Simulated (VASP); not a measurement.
Set up this calculation in VASP 6.6.1, as the native input.

- Task: single point
- Functional: PBE
- Potentials or basis: VASP PAW PBE potentials, release 64 (Hf_pv, O)
- Cutoff: 520 eV
- k mesh: 6 × 6 × 6
- Occupations: gaussian, width 0.1 eV
- Spin: no spin polarisation
- Dipole correction: no
- Further INCAR settings: ALGO = Normal; EDIFF = 1e-06; NBANDS = 38

The structure of Hf4O3 lies in POSCAR:

```
Hf4O3
1.0
    4.6237936998      0.0000000000      0.0000000000
    0.0000000000      4.6237936998      0.0000000000
    0.0000000000      0.0000000000      4.9610469124
Hf O
4 3
Direct
    0.2534207561      0.2534207561      0.2578154951
    0.7465792439      0.7465792439      0.2578154951
    0.7465792439      0.2534207561      0.7421845049
    0.2534207561      0.7465792439      0.7421845049
    0.0000000000      0.0000000000      0.0000000000
    0.0000000000      0.0000000000      0.5000000000
    0.5000000000      0.5000000000      0.0000000000
```

This cell differs from its parent crystal: volume scaled by 0.91, then relaxed in part.

The input as run:

INCAR

```
SYSTEM = Hf4O3
PREC = Accurate ; ENCUT = 520
EDIFF = 1E-6 ; ISMEAR = 0
SIGMA = 0.1 ; LREAL = .FALSE.
LASPH = .TRUE. ; NELM = 80
ALGO = Normal ; ISIF = 2
LWAVE = .FALSE. ; LCHARG = .FALSE.
GGA = PE ; NBANDS = 38
```

KPOINTS

```
Automatic mesh
0
G
  6 6 6
  0 0 0
```

Potentials or basis: VASP PAW PBE potentials, release 64 (Hf_pv, O).

Launch:

```bash
$ cat potpaw_PBE.64/Hf_pv/POTCAR potpaw_PBE.64/O/POTCAR > POTCAR
$ mpirun -np 1 vasp_std > vasp.out
```

It gave:

The pressure is 14.9 GPa. The largest force is 0.125 eV/Å. The band gap on the k mesh is zero (band 29 reaches 6.72 eV, above the bottom of band 30 at 5.60 eV).

Caveat: spin-orbit coupling is left out, which moves the levels of the heavy elements.

Run time: 2.2 min on 1 thread of Intel(R) Xeon(R) Platinum 8259CL CPU @ 2.50GHz (Skylake/Cascade Lake), on a shared host, peak memory 0.29 GiB.
